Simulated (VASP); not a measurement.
Write the native input for VASP 6.6.1 that does the following.

| Item | Value |
| --- | --- |
| Task | relaxation of cell and atoms |
| Functional | PBEsol |
| Potentials or basis | VASP PAW PBE potentials, release 64 (Fe, Si) |
| Cutoff | 600 eV |
| k mesh | 8 × 8 × 8 |
| Occupations | gaussian, width 0.01 eV |
| Spin | no spin polarisation |
| Dipole correction | no |
| Further INCAR settings | ALGO = Normal; EDIFF = 1e-06; IBRION = 2; EDIFFG = -0.003; NSW = 80; ISIF = 3 |

The structure of FeSi lies in POSCAR:

```
FeSi
1.0
    4.5507000000      0.0000000000      0.0000000000
    0.0000000000      4.5507000000      0.0000000000
    0.0000000000      0.0000000000      4.5507000000
Fe Si
4 4
Direct
    0.1365200000      0.1365200000      0.1365200000
    0.3634800000      0.8634800000      0.6365200000
    0.6365200000      0.3634800000      0.8634800000
    0.8634800000      0.6365200000      0.3634800000
    0.8424000000      0.8424000000      0.8424000000
    0.6576000000      0.1576000000      0.3424000000
    0.3424000000      0.6576000000      0.1576000000
    0.1576000000      0.3424000000      0.6576000000
```

The input as run:

INCAR

```
SYSTEM = FeSi
PREC = Accurate
ENCUT = 600
EDIFF = 1E-6
ISMEAR = 0
SIGMA = 0.01
LREAL = .FALSE.
LASPH = .TRUE.
NELM = 60
ALGO = Normal
ISIF = 3
LWAVE = .FALSE.
LCHARG = .FALSE.
GGA = PS
IBRION = 2
NSW = 80
EDIFFG = -0.003
```

KPOINTS

```
regular mesh
0
G
  8 8 8
  0 0 0
```

Potentials or basis: VASP PAW PBE potentials, release 64 (Fe, Si).

Launch:

```sh
$ cat potpaw_PBE.64/Fe/POTCAR potpaw_PBE.64/Si/POTCAR > POTCAR
$ mpirun -np 1 vasp_std > vasp.out
```

Results of the run:

- Relaxed volume: 10.69 Å³/atom
- Relaxed cell: a = 4.406 Å, b = 4.406 Å, c = 4.406 Å, α = 90.00°, β = 90.00°, γ = 90.00°
- Space group after relaxing (to 0.1 Å): P2_13 (No. 198)
- Energy gained by relaxing: 73.1 meV/atom
- Ionic steps: 16
- Pressure after relaxing: 0.0 GPa
- Band gap on the k mesh: 0.14 eV (least direct gap 0.16 eV)

Caveat: the PAW data sets were made with another functional, which shifts forces and pressure a little.

Run time: 15 min on 1 thread of Intel(R) Xeon(R) Platinum 8259CL CPU @ 2.50GHz (Skylake/Cascade Lake), with other jobs on the host, peak memory 0.29 GiB.
